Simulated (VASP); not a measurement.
A run of VASP 6.6.1 is set up as follows.

File POSCAR:

```
SnO
1.0
    3.5778189818      0.0000000000      0.0000000000
    0.0000000000      3.5778189818      0.0000000000
    0.0000000000      0.0000000000      5.4610202828
Sn O
2 2
Direct
    0.0000000000      0.5000000000      0.2385000000
    0.5000000000      0.0000000000      0.7615000000
    0.0000000000      0.0000000000      0.0000000000
    0.5000000000      0.5000000000      0.0000000000
```

INCAR.step1

```
SYSTEM = SnO
PREC     = Accurate       ! precision mode
ENCUT    = 520            ! plane-wave cutoff, eV
ISMEAR   = 0              ! smearing method
SIGMA    = 0.03           ! smearing width, eV
LREAL    = .FALSE.        ! projectors in reciprocal space
LASPH    = .TRUE.         ! aspherical terms in the spheres
NELM     = 100            ! most SCF steps
NBANDS   = 28             ! bands
GGA      = PE             ! functional
ALGO     = Normal         ! electronic algorithm
EDIFF    = 1E-4           ! SCF threshold, eV
LWAVE    = .TRUE.         ! write WAVECAR
LCHARG   = .FALSE.        ! write CHGCAR
```

INCAR.step2

```
SYSTEM = SnO
PREC     = Accurate       ! precision mode
ENCUT    = 520            ! plane-wave cutoff, eV
EDIFF    = 1E-6           ! SCF threshold, eV
ISMEAR   = 0              ! smearing method
SIGMA    = 0.03           ! smearing width, eV
LREAL    = .FALSE.        ! projectors in reciprocal space
LASPH    = .TRUE.         ! aspherical terms in the spheres
NELM     = 100            ! most SCF steps
ALGO     = Normal         ! electronic algorithm
ISIF     = 2              ! what is computed and relaxed
LWAVE    = .FALSE.        ! write WAVECAR
LCHARG   = .TRUE.         ! write CHGCAR
METAGGA  = R2SCAN         ! meta-GGA
LMIXTAU  = .TRUE.       
LELF     = .TRUE.         ! ELF
LVHAR    = .TRUE.       
NBANDS   = 28             ! bands
ISTART   = 1
```

KPOINTS

```
regular mesh
0
G
  10 10 8
  0 0 0
```

Potentials or basis: VASP PAW PBE potentials, release 64 (Sn_d, O).

Launch:

```console
$ cat potpaw_PBE.64/Sn_d/POTCAR potpaw_PBE.64/O/POTCAR > POTCAR
$ cp INCAR.step1 INCAR
$ mpirun -np 1 vasp_std > vasp.out
$ cp INCAR.step2 INCAR
$ mpirun -np 1 vasp_std > vasp.out
```

Question: Predict the pressure.

Answer: 3.2 GPa.

Question: What does it give for the band gap on the k mesh?

Answer: Zero (bands 20 and 21 overlap by 0.02 eV).

Question: Estimate the largest force.

Answer: 1.669 eV/Å.

Stress tensor (GPa, compression positive):
```
 9.44  0.00  0.00
 0.00  9.44  0.00
 0.00  0.00 -9.41
```

Caveat: the cell stands under pressure; semilocal functionals underestimate gaps, so a narrow gap can read as zero; the PAW data sets were made with another functional, which shifts forces and pressure a little; spin-orbit coupling is left out, which moves the levels of the heavy elements.
